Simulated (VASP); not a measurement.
Ge:

```
Ge
1.0
     4.70826    0.00000    0.00000
     0.00000    4.70826    0.00000
     0.00000    0.00000    3.63496
Ge
4
Direct
  0.33849 0.00000 0.75000
  0.66151 0.00000 0.25000
  0.00000 0.33849 0.00000
  0.00000 0.66151 0.50000
```

```yaml
Program: VASP 6.6.1
Task: relaxation of cell and atoms
Functional: PBE
Potentials_or_basis: VASP PAW PBE potentials, release 64 (Ge_d)
Cutoff: 600 eV
k_mesh: 4 × 4 × 6
Occupations: gaussian, width 0.1 eV
Spin: no spin polarisation
```

At the start: pressure 13.6 GPa; volume 20.14 Å³/atom.

Where does the relaxation end?

Over 7 steps the energy falls by 146.5 meV/atom and the volume is 23.62 Å³/atom (+17.2 %); space group P4_122 (No. 91, to 0.05 Å).

Step by step:
```tsv
step	energy change (eV)	largest force (eV/Å)	pressure (GPa)	volume (Å³)
1	0.0000	0.0198	13.59	80.58
2	-0.4839	0.2302	-3.63	102.11
3	-0.5770	0.2212	-0.03	94.81
4	-0.5770	0.2224	-0.20	95.11
5	-0.5838	0.0683	-0.25	95.05
6	-0.5849	0.0242	-0.25	95.02
7	-0.5859	0.0072	0.02	94.47
```

Final structure:
```
Ge
1.0
     4.88597    0.00000    0.00000
     0.00000    4.88597    0.00000
     0.00000    0.00000    3.95708
Ge
4
Direct
  0.34198 0.00000 0.75000
  0.65802 0.00000 0.25000
  0.00000 0.34198 0.00000
  0.00000 0.65802 0.50000
```

Caveat: the volume moved by over 15 % at a fixed basis, so the end points are rough.
